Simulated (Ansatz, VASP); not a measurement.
## Two plane-wave programs on BaTiO3

```xyz
5
Lattice="2.6951 1.5560 2.2630 -2.6951 1.5560 2.2630 0.0000 -3.1120 2.2630" Properties=species:S:1:pos:R:3 pbc="T T T"
Ba    0.0000    0.0000    6.7887
Ti    0.0000    0.0000    3.4468
O     0.0000   -1.5382    4.4604
O    -1.3321    0.7691    4.4604
O     1.3321    0.7691    4.4604
```

Change from the starting cell: strain -0.050 along x and y, -0.025 along z, atoms carried along.

Alike in both runs: task single point; functional r2SCAN; k mesh 6 × 6 × 6; occupations gaussian, width 0.05 eV; no spin polarisation; Hubbard terms Ti d U = 4.0 eV.

|  | VASP | Ansatz |
| --- | --- | --- |
| version | VASP 6.6.1 | Ansatz 0.2.0 |
| potentials or method | VASP PAW PBE potentials, release 64 (Ba_sv, Ti_sv, O), cutoff 520 eV | scalar-relativistic, plane waves, PAW |
| valence electrons in the cell | 40 | 40 |

```csv
,VASP,Ansatz,Ansatz less VASP
gap on the k mesh at the Fermi level (eV),3.21,3.24,+0.035
least direct gap on the mesh (eV),3.32,3.31,-0.010
pressure (GPa),36.0,30.0,-6.03
"traceless stress, the component that is largest in VASP (GPa)",-6.44,-6.04,+0.403
rms of the force components (eV/Å),0.672,0.428,-0.2443
```

VASP's potentials were made for PBE, not for r2SCAN. The programs project onto different local orbitals, so the same U acts differently, and such runs can settle in different states. Atom by atom the forces differ by 0.247 eV/Å (rms over components). The pressures are high and differ by over a tenth, so treat them with care.

Neither program's run includes spin-orbit coupling.
